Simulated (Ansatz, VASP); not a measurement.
Two plane-wave programs on Ti

Contents of INCAR:

```
  ALGO = Fast
  EDIFF = 1E-6
  ENCUT = 520
  GGA = PE
  ISIF = 2
  ISMEAR = 0
  LASPH = True
  LCHARG = False
  LREAL = False
  LWAVE = False
  NBANDS = 19
  NELM = 60
  PREC = Accurate
  SIGMA = 0.15
```

File KPOINTS:

```
k-points
0
Gamma
  18 18 10
```

File POSCAR:

```
Ti
1.0
    2.8614979246      0.0000000000      0.0000000000
   -1.4307489623      2.4781298956      0.0000000000
    0.0000000000      0.0000000000      4.8265800000
Ti
2
Direct
    0.3333333333      0.6666666667      0.2500000000
    0.6666666667      0.3333333333      0.7500000000
```

Input for Ansatz:

```yaml
crystal:
  lattice:
    - [2.8614979246, 0.0, 0.0]
    - [-1.4307489623, 2.4781298956, 0.0]
    - [0.0, 0.0, 4.82658]
  atoms:
    - { symbol: Ti, position: [0.3333333333, 0.6666666667, 0.25] }
    - { symbol: Ti, position: [0.6666666667, 0.3333333333, 0.75] }
basis:
  ecutwfc: 420
kpoints:
  mp_grid: { grid: [18, 18, 10] }
hamiltonian:
  xc: pbe
scf:
  occupations: { method: gaussian, width: 0.15 }
output:
  forces: true
  stress: true
  eigenvalues: true
```

Change from the starting cell: strain -0.030 along x and y, +0.030 along z, atoms carried along.

Alike in both runs: task single point; functional PBE; k mesh 18 × 18 × 10; occupations gaussian, width 0.15 eV; no spin polarisation.

```csv
,VASP,Ansatz
version,VASP 6.6.1,Ansatz 0.2.0
potentials or method,"VASP PAW PBE potentials, release 64 (Ti_sv), cutoff 520 eV","scalar-relativistic, plane waves, PAW"
valence electrons in the cell,24,24
```

Ansatz gave:

| Property | Result |
| --- | --- |
| gap on the k mesh at the Fermi level (eV) | none |
| pressure (GPa) | 1.9 |
| traceless stress, the component that is largest in VASP (GPa) | -4.65 |

Estimate VASP's values.

gap on the k mesh at the Fermi level (eV): none; pressure (GPa): 1.5; traceless stress, the component that is largest in VASP (GPa): -4.63.

A gap of «none» marks a metal or a gap that the smearing closes.
